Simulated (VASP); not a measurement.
Wanted: the native input for a VASP 6.6.1 run.

```yaml
Task: single point
Functional: PBE
Potentials_or_basis: VASP PAW PBE potentials, release 64 (Ca_sv, Hf_pv, H)
Cutoff: 520 eV
k_mesh: 4 × 4 × 4
Occupations: gaussian, width 0.1 eV
Spin: no spin polarisation
Dipole_correction: no
Further_INCAR_settings: ALGO = Normal; EDIFF = 1e-06; NBANDS = 30
```

The structure of Ca2HfH8 lies in POSCAR:

```
Ca2HfH8
1.0
    3.5411002104     -3.5884302129      0.0000000000
    3.5411002104      3.5884302129      0.0000000000
    0.0000000000      0.0000000000      7.1031246871
Ca Hf H
2 1 8
Direct
    0.0000000000      0.0000000000      0.0048876186
    0.5000000000      0.5000000000      0.2498426765
    0.0000000000      0.0000000000      0.5164117647
    0.7025407834      0.2974592166      0.0297170367
    0.7495322341      0.2504677659      0.4369393607
    0.2974592166      0.7025407834      0.0297170367
    0.2504677659      0.7495322341      0.4369393607
    0.8194241917      0.8194241917      0.2985145679
    0.8234244123      0.8234244123      0.7242580048
    0.1805758083      0.1805758083      0.2985145679
    0.1765755877      0.1765755877      0.7242580048
```

This cell differs from its parent crystal: atoms taken out.

One way to write it, as run:

INCAR

```
  PREC = Accurate
  ENCUT = 520
  EDIFF = 1E-6
  ISMEAR = 0
  SIGMA = 0.1
  LREAL = False
  LASPH = True
  NELM = 80
  ALGO = Normal
  ISIF = 2
  LWAVE = False
  LCHARG = False
  GGA = PE
  NBANDS = 30
```

KPOINTS

```
regular mesh
0
Gamma
  4 4 4
```

Potentials or basis: VASP PAW PBE potentials, release 64 (Ca_sv, Hf_pv, H).

Command:

```console
$ cat potpaw_PBE.64/Ca_sv/POTCAR potpaw_PBE.64/Hf_pv/POTCAR potpaw_PBE.64/H/POTCAR > POTCAR
$ mpirun -np 1 vasp_std > vasp.out
```

It gave:

The pressure is -0.1 GPa, the largest force is 0.033 eV/Å and the band gap on the k mesh is 1.14 eV.

Caveat: the cell differs from its parent crystal (atoms taken out); spin-orbit coupling is left out, which moves the levels of the heavy elements.

It took 3.3 min on 1 thread of Oxide Virtual Turin-like Processor, with other jobs on the host, peak memory 0.31 GiB.
